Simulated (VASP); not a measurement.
# LiF (Fm-3m) in VASP: single point with PBEsol

Aim: the single point of LiF with PBEsol.

Everything below comes from runs of VASP 6.6.1. Logs are shortened: lines on timing, memory, paths and dates and some standing lists are left out, and cuts for length are marked.

## 1. The cell of the first run

Symmetry: Fm-3m, No. 225, cubic system. Conventional cell: a = 4.509 Å, b = 4.509 Å, c = 4.509 Å, α = 90.00°, β = 90.00°, γ = 90.00°. Li (site symmetry m-3m) has 6 F at 2.25 Å within 3.0 Å. Within 3.0 Å of F (site symmetry m-3m) lie 6 Li at 2.25 Å.

## 2. Single point, PBEsol (Cl replaced by F, lengths x 0.883, strained)

Input file INCAR:

```
  PREC = Accurate
  ENCUT = 520
  EDIFF = 1E-7
  ISMEAR = 0
  SIGMA = 0.02
  LREAL = F
  LASPH = T
  NELM = 60
  ALGO = Normal
  ISIF = 2
  LWAVE = F
  LCHARG = F
  GGA = PS
  NBANDS = 12
```

Input file KPOINTS:

```
Automatic mesh
0
Gamma
  10 10 10
```

Input file POSCAR:

```
LiF
1.0
    0.0000000000      2.2543078452      2.2543078452
    2.2543078452      0.0000000000      2.2543078452
    2.2543078452      2.2543078452      0.0000000000
Li F
1 1
Direct
    0.0000000000      0.0000000000      0.0000000000
    0.5000000000      0.5000000000      0.5000000000
```

Potentials or basis: VASP PAW PBE potentials, release 64 (Li_sv, F).

The run is started by

```sh
$ cat potpaw_PBE.64/Li_sv/POTCAR potpaw_PBE.64/F/POTCAR > POTCAR
$ mpirun -np 1 vasp_std > vasp.out
```

OUTCAR:

```text
PREC = Accurate
   ENCUT = 520
   EDIFF = 1E-7
   ISMEAR = 0
   LREAL = F
   LASPH = T
   NELM = 60
   ISIF = 2
   GGA = PS

 ion  position               nearest neighbor table
   1  0.000  0.000  0.000-   2 2.25   2 2.25   2 2.25   2 2.25   2 2.25   2 2.25
   2  0.500  0.500  0.500-   1 2.25   1 2.25   1 2.25   1 2.25   1 2.25   1 2.25

  LATTYP: Found a face centered cubic cell.
 ALAT       =     4.5086156904

  Lattice vectors:

 A1 = (   0.0000000000,   2.2543078452,   2.2543078452)
 A2 = (   2.2543078452,   0.0000000000,   2.2543078452)
 A3 = (   2.2543078452,   2.2543078452,   0.0000000000)

Analysis of symmetry for initial positions (statically):
=====================================================================
 Subroutine PRICEL returns:
 Original cell was already a primitive cell.

 Routine SETGRP: Setting up the symmetry group for a
 face centered cubic supercell.

 Subroutine GETGRP returns: Found 48 space group operations
 (whereof 48 operations were pure point group operations)
 out of a pool of 48 trial point group operations.

The static configuration has the point symmetry O_h .

Analysis of symmetry for dynamics (positions and initial velocities):
=====================================================================
 Subroutine PRICEL returns:
 Original cell was already a primitive cell.

 Routine SETGRP: Setting up the symmetry group for a
 face centered cubic supercell.

 Subroutine GETGRP returns: Found 48 space group operations
 (whereof 48 operations were pure point group operations)
 out of a pool of 48 trial point group operations.

The dynamic configuration has the point symmetry O_h .

 Subroutine INISYM returns: Found 48 space group operations
 (whereof 48 operations are pure point group operations),
 and found     1 'primitive' translations

----------------------------------------------------------------------------------------

                                     Primitive cell

  volume of cell :      22.9124

  direct lattice vectors                    reciprocal lattice vectors
     0.000000000  2.254307845  2.254307845    -0.221797569  0.221797569  0.221797569
     2.254307845  0.000000000  2.254307845     0.221797569 -0.221797569  0.221797569
     2.254307845  2.254307845  0.000000000     0.221797569  0.221797569 -0.221797569

  length of vectors
     3.188072728  3.188072728  3.188072728     0.384164659  0.384164659  0.384164659

  position of ions in fractional coordinates (direct lattice)
     0.000000000  0.000000000  0.000000000
     0.500000000  0.500000000  0.500000000

  ion indices of the primitive-cell ions
   primitive index   ion index
                 1           1
                 2           2

----------------------------------------------------------------------------------------

 KPOINTS: Automatic mesh

Automatic generation of k-mesh.
 Grid dimensions read from file:
 generate k-points for:   10   10   10

 Generating k-lattice:

  Cartesian coordinates                     Fractional coordinates (reciprocal lattice)
    -0.022179757  0.022179757  0.022179757     0.100000000  0.000000000  0.000000000
     0.022179757 -0.022179757  0.022179757     0.000000000  0.100000000  0.000000000
     0.022179757  0.022179757 -0.022179757     0.000000000  0.000000000  0.100000000

  Length of vectors
     0.038416466  0.038416466  0.038416466

  Shift w.r.t. Gamma in fractional coordinates (k-lattice)
     0.000000000  0.000000000  0.000000000

 Subroutine IBZKPT returns following result:
 ===========================================

 Found     47 irreducible k-points:

 Following reciprocal coordinates:
            Coordinates               Weight
  0.000000  0.000000  0.000000      1.000000
  0.100000  0.000000  0.000000      8.000000
  0.200000  0.000000  0.000000      8.000000
  0.300000  0.000000  0.000000      8.000000
  0.400000  0.000000  0.000000      8.000000
  0.500000  0.000000  0.000000      4.000000
[... 16 lines left out ...]
  0.300000  0.300000  0.000000      6.000000
  0.400000  0.300000  0.000000     24.000000
 [... further k-points ...]
   k-points           NKPTS =     47   k-points in BZ     NKDIM =     47   number of bands    NBANDS=     12
   number of dos      NEDOS =    301   number of ions     NIONS =      2
   total plane-waves  NPLWV =  13824
   dimension x,y,z NGX =    24 NGY =   24 NGZ =   24
   dimension x,y,z NGXF=    48 NGYF=   48 NGZF=   48
   ions per type =               1   1
   NGX,Y,Z   is equivalent  to a cutoff of  12.52, 12.52, 12.52 a.u.
   NGXF,Y,Z  is equivalent  to a cutoff of  25.03, 25.03, 25.03 a.u.
 SYSTEM =  unknown system
   PREC   = accura    normal or accurate (medium, high low for compatibility)
   ISTART =      0    job   : 0-new  1-cont  2-samecut
   ICHARG =      2    charge: 1-file 2-atom 10-const
   ISPIN  =      1    spin polarized calculation?
   LNONCOLLINEAR =      F non collinear calculations
   LSORBIT =      F    spin-orbit coupling
   LASPH  =      T    aspherical Exc in radial PAW
   ENCUT  =  520.0 eV  38.22 Ry    6.18 a.u.   5.93  5.93  5.93*2*pi/ulx,y,z
   NELM   =     60;   NELMIN=  2; NELMDL= -5     # of ELM steps
   EDIFF  = 0.1E-06   stopping-criterion for ELM
   LREAL  =      F    real-space projection
   EDIFFG = 0.1E-05   stopping-criterion for IOM
   NSW    =      0    number of steps for IOM
   IBRION =     -1    ionic relax: 0-MD 1-quasi-New 2-CG
   NFREE  =      0    steps in history (QN), initial steepest desc. (CG)
   ISIF   =      2    stress and relaxation
   ISYM   =      2    0-nonsym 1-usesym 2-fastsym
   POTIM  = 0.5000    time-step for ionic-motion
   TEBEG  =    0.0;   TEEND  =   0.0 temperature during run
   PSTRESS=    0.0 pullay stress
   NELECT =      10.0000    total number of electrons
   NUPDOWN=      -1.0000    fix difference up-down
   EMIN   =  10.00;   EMAX   =-10.00  energy-range for DOS
   EFERMI =   0.00;   METHOD = LEGACY
   ISMEAR =     0;   SIGMA  =   0.02  broadening in eV -4-tet -1-fermi 0-gaus
   EFERMI_NEDOS =   21; number of points for ismear=-14 and -15
   IALGO  =     38    algorithm
   IMIX   =      4    mixing-type and parameters
     AMIX     =   0.40;   BMIX     =  1.00
     AMIX_MAG =   1.60;   BMIX_MAG =  1.00
  volume/ion in A,a.u.               =      11.46        77.31
  Fermi-wavevector in a.u.,A,eV,Ry     =   1.241800  2.346661 20.981094  1.542067
  Thomas-Fermi vector in A             =   2.376182
   LORBIT       =      0    0 simple, 1 ext, 2 COOP (PROOUT), +10 PAW based schemes
   GGA     = PS    functional components
   LHFCALC =     F    Hartree Fock is set to
   AEXX    =    0.0000 exact exchange contribution
   IVDW    =     0    specifies the selected vdW correction
   LEPSILON=     F    determine dielectric tensor
   LRPA    =     F    only Hartree local field effects (RPA)
 non-spin polarized calculation
 Gauss-broadening in eV      SIGMA  =   0.02
  energy-cutoff  :      520.00
  volume of cell :       22.91
 maximum number of plane-waves:       636
   NGX = 11   NGY = 11   NGZ = 11

 number of electron      10.0000020 magnetization

 Free energy of the ion-electron system (eV)
  ---------------------------------------------------
  ext. energy  EPLUGINS =         0.00000000
  ---------------------------------------------------
  free energy    TOTEN  =        -9.50453044 eV

  energy without entropy =       -9.50453044  energy(sigma->0) =       -9.50453044

 E-fermi :  -2.5640     XC(G=0):  -8.6079

 val. band max:       -2.7095535715   @ k =   0.0000   0.0000   0.0000
 cond. band min:       3.8135570082   @ k =   0.0000   0.0000   0.0000
 fundamental gap:      6.5231105797
 Fermi energy:        -2.5640334336

 k-point     1 :       0.0000    0.0000    0.0000
  band No.  band energies     occupation
      1     -43.9324      2.00000
      2     -21.8271      2.00000
      3      -2.7096      2.00000
      4      -2.7096      2.00000
      5      -2.7096      2.00000
      6       3.8136      0.00000
      7      17.0753      0.00000
      8      17.0754      0.00000
      9      17.0754      0.00000
     10      18.2279      0.00000
     11      18.2279      0.00000
     12      18.2279      0.00000

 k-point     2 :       0.1000    0.0000    0.0000
  band No.  band energies     occupation
      1     -43.9311      2.00000
      2     -21.8068      2.00000
      3      -2.9106      2.00000
      4      -2.7234      2.00000
      5      -2.7234      2.00000
      6       4.0923      0.00000
      7      15.2911      0.00000
      8      16.3099      0.00000
      9      16.3100      0.00000
     10      18.5881      0.00000
     11      18.9281      0.00000
     12      18.9282      0.00000

 k-point     3 :       0.2000    0.0000    0.0000
  band No.  band energies     occupation
      1     -43.9276      2.00000
      2     -21.7527      2.00000
      3      -3.3817      2.00000
      4      -2.7591      2.00000
      5      -2.7591      2.00000
      6       4.7718      0.00000
      7      13.1336      0.00000
      8      15.2103      0.00000
      9      15.2103      0.00000
     10      19.2275      0.00000
     11      20.0224      0.00000
     12      20.0224      0.00000

 k-point     4 :       0.3000    0.0000    0.0000
  band No.  band energies     occupation
      1     -43.9233      2.00000
      2     -21.6853      2.00000
      3      -3.8878      2.00000
      4      -2.8021      2.00000
      5      -2.8021      2.00000
      6       5.5367      0.00000
      7      11.5394      0.00000
      8      14.2874      0.00000
      9      14.2874      0.00000
     10      20.1704      0.00000
     11      21.2263      0.00000
     12      21.2263      0.00000

 k-point     5 :       0.4000    0.0000    0.0000
  band No.  band energies     occupation
      1     -43.9198      2.00000
      2     -21.6292      2.00000
      3      -4.2550      2.00000
      4      -2.8359      2.00000
      5      -2.8359      2.00000
      6       6.1032      0.00000
      7      10.6121      0.00000
      8      13.6898      0.00000
      9      13.6898      0.00000
     10      21.2798      0.00000
     11      22.2900      0.00000
     12      22.2900      0.00000
[... 228 lines left out ...]
      1     -43.9187      2.00000
      2     -21.6018      2.00000
      3      -4.0369      2.00000
      4      -3.4088      2.00000
      5      -2.8568      2.00000
      6       6.8653      0.00000
      7      10.4933      0.00000
      8      13.0145      0.00000
      9      13.7782      0.00000
     10      21.1270      0.00000
     11      21.5825      0.00000
     12      21.9873      0.00000

 k-point    22 :      -0.2000    0.2000    0.0000
  band No.  band energies     occupation
      1     -43.9219      2.00000
      2     -21.6582      2.00000
      3      -3.8012      2.00000
      4      -3.2276      2.00000
      5      -2.7763      2.00000
      6       6.0417      0.00000
      7      11.4063      0.00000
      8      13.4645      0.00000
      9      14.2792      0.00000
     10      20.3082      0.00000
     11      20.5815      0.00000
     12      22.1453      0.00000

 k-point    23 :       0.3000    0.3000    0.0000
  band No.  band energies     occupation
      1     -43.9206      2.00000
      2     -21.6254      2.00000
      3      -3.9541      2.00000
      4      -3.1109      2.00000
      5      -3.1109      2.00000
      6       6.6639      0.00000
      7      13.0426      0.00000
      8      13.0457      0.00000
      9      14.1508      0.00000
     10      14.1509      0.00000
     11      24.6179      0.00000
     12      26.5298      0.00000

 k-point    24 :       0.4000    0.3000    0.0000
  band No.  band energies     occupation
      1     -43.9180      2.00000
      2     -21.5759      2.00000
      3      -4.1949      2.00000
      4      -3.2410      2.00000
      5      -3.1715      2.00000
      6       7.4735      0.00000
      7      11.7624      0.00000
      8      12.4569      0.00000
      9      13.9246      0.00000
     10      14.9905      0.00000
     11      24.2269      0.00000
     12      26.4950      0.00000

 [... further k-points ...]
[... 5 lines left out ...]
  --------------------------------------------------------------------------------------
  -------------------------------------------------------------------------------------
  Total       -1.8019323     -1.8019323     -1.8019323     -0.0000000     -0.0000000      0.0000000
  in kB     -126.0025628   -126.0025628   -126.0025628     -0.0000000     -0.0000000      0.0000000
  external PRESSURE =    -126.0025628 kB  Pullay stress =       0.0000000 kB

 VOLUME and BASIS-vectors are now :
 -----------------------------------------------------------------------------
  energy-cutoff  :      520.00
  volume of cell :       22.91
      direct lattice vectors                 reciprocal lattice vectors
     0.000000000  2.254307845  2.254307845    -0.221797569  0.221797569  0.221797569
     2.254307845  0.000000000  2.254307845     0.221797569 -0.221797569  0.221797569
     2.254307845  2.254307845  0.000000000     0.221797569  0.221797569 -0.221797569

 POSITION                                       TOTAL-FORCE (eV/Angst)
 -----------------------------------------------------------------------------------
      0.00000      0.00000      0.00000         0.000000      0.000000     -0.000000
      2.25431      2.25431      2.25431        -0.000000     -0.000000      0.000000
 -----------------------------------------------------------------------------------
    total drift:                               -0.000000     -0.000000      0.000000

  FREE ENERGIE OF THE ION-ELECTRON SYSTEM (eV)
  ---------------------------------------------------
  free  energy   TOTEN  =        -9.5045304358 eV

  energy  without entropy=       -9.5045304358  energy(sigma->0) =       -9.50453044
```

Wall time 12 s (1 thread of AMD EPYC 7R43 (Zen 3), shared host); peak memory 0.1 GiB.

Results:

- Free energy: -9.5045 eV
- Band gap on the k mesh: 6.52 eV, direct

Caveat: the cell differs from its parent crystal (Cl replaced by F, lengths x 0.883, strained); the cutoff is under 1.25 times the usual one of these potentials, so pressure, stress and relaxed cells hold a basis-set (Pulay) error; the PAW data sets were made with another functional, which shifts forces and pressure a little.
